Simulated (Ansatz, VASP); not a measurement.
## One calculation of SiO2, two programs

The input INCAR:

```
SYSTEM = SiO2
  PREC = Accurate
  ENCUT = 520
  EDIFF = 1E-6
  ISMEAR = -1
  SIGMA = 0.05
  LREAL = .False.
  LASPH = .True.
  NELM = 60
  ALGO = Normal
  ISIF = 2
  LWAVE = .False.
  LCHARG = .True.
  GGA = PS
  LELF = .True.
  LVHAR = .True.
  NBANDS = 25
```

KPOINTS

```
Automatic mesh
0
Gamma
  6 6 10
  0 0 0
```

POSCAR

```
SiO2
1.0
    4.1759570002      0.0000000000      0.0000000000
    0.0000000000      4.1759570002      0.0000000000
    0.0000000000      0.0000000000      2.6570919565
Si O
2 4
Direct
    0.0000000000      0.0000000000      0.0000000000
    0.5000000000      0.5000000000      0.5000000000
    0.8068390000      0.1931610000      0.5000000000
    0.3068390000      0.3068390000      0.0000000000
    0.1931610000      0.8068390000      0.5000000000
    0.6931610000      0.6931610000      0.0000000000
```

Contents of input.yaml:

```yaml
crystal:
  lattice:
    - [4.1759570002, 0.0, 0.0]
    - [0.0, 4.1759570002, 0.0]
    - [0.0, 0.0, 2.6570919565]
  atoms:
    - { symbol: Si, position: [0.0, 0.0, 0.0] }
    - { symbol: Si, position: [0.5, 0.5, 0.5] }
    - { symbol: O, position: [0.806839, 0.193161, 0.5] }
    - { symbol: O, position: [0.306839, 0.306839, 0.0] }
    - { symbol: O, position: [0.193161, 0.806839, 0.5] }
    - { symbol: O, position: [0.693161, 0.693161, 0.0] }
kpoints:
  mp_grid: { grid: [6, 6, 10] }
scf:
  occupations: { method: fermi_dirac, width: 0.05 }
hamiltonian:
  xc: pbesol
  pseudopotentials: { kind: all_electron, lapw: { basis_error: 0.001 } }
output:
  forces: true
  stress: true
  eigenvalues: true
```

Change from the starting cell: volume scaled by 0.96.

Alike in both runs: task single point; functional PBEsol; k mesh 6 × 6 × 10; occupations fermi-dirac, width 0.05 eV; no spin polarisation.

|  | VASP | Ansatz |
| --- | --- | --- |
| version | VASP 6.6.1 | Ansatz 0.2.0 |
| potentials or method | VASP PAW PBE potentials, release 64 (Si, O), cutoff 520 eV | all-electron LAPW, scalar-relativistic |

Ansatz gave:

- gap on the k mesh at the Fermi level (eV): 5.71
- least direct gap on the mesh (eV): 5.71
- pressure (GPa): 6.2
- traceless stress, the component that is largest in VASP (GPa): 1.59
- rms of the force components (eV/Å): 0.115

Task: Which values does VASP return?

Result: gap on the k mesh at the Fermi level (eV): 5.71; least direct gap on the mesh (eV): 5.71; pressure (GPa): 7.0; traceless stress, the component that is largest in VASP (GPa): 2.28; rms of the force components (eV/Å): 0.138.

VASP's potentials were made for PBE, not for PBEsol. Atom by atom the forces differ by 0.022 eV/Å (rms over components). Ansatz ran all-electron here, and VASP with PAW potentials.
